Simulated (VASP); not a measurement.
Write the native input for VASP 6.6.1 that does the following.

```yaml
Task: single point
Functional: PBEsol
Potentials_or_basis: VASP PAW PBE potentials, release 64 (Ag, Cl)
Cutoff: 520 eV
k_mesh: 8 × 8 × 8
Occupations: fermi-dirac, width 0.05 eV
Spin: no spin polarisation
Dipole_correction: no
Further_INCAR_settings: ALGO = Normal; EDIFF = 1e-06; NBANDS = 16
```

The structure of AgCl lies in POSCAR:

```
AgCl
1.0
    0.0000000000      2.7886410693      2.7886410693
    2.7886410693      0.0000000000      2.7886410693
    2.7886410693      2.7886410693      0.0000000000
Ag Cl
1 1
Direct
    0.0000000000      0.0000000000      0.0000000000
    0.5000000000      0.5000000000      0.5000000000
```

The input as run:

INCAR

```
  ALGO = Normal
  EDIFF = 1E-6
  ENCUT = 520
  GGA = PS
  ISIF = 2
  ISMEAR = -1
  LASPH = T
  LCHARG = F
  LREAL = F
  LWAVE = F
  NBANDS = 16
  NELM = 60
  PREC = Accurate
  SIGMA = 0.05
```

KPOINTS

```
k-points
0
Gamma
  8 8 8
```

Potentials or basis: VASP PAW PBE potentials, release 64 (Ag, Cl).

The run is started by

```sh
$ cat potpaw_PBE.64/Ag/POTCAR potpaw_PBE.64/Cl/POTCAR > POTCAR
$ mpirun -np 1 vasp_std > vasp.out
```

Results of the run:

The pressure is -3.4 GPa and the band gap on the k mesh is 0.74 eV (least direct gap 2.99 eV).

Caveat: the cell stands under tension; the PAW data sets were made with another functional, which shifts forces and pressure a little.

Run time: 49 s on 1 thread of Intel Xeon 8259CL, on a shared host, peak memory 0.18 GiB.
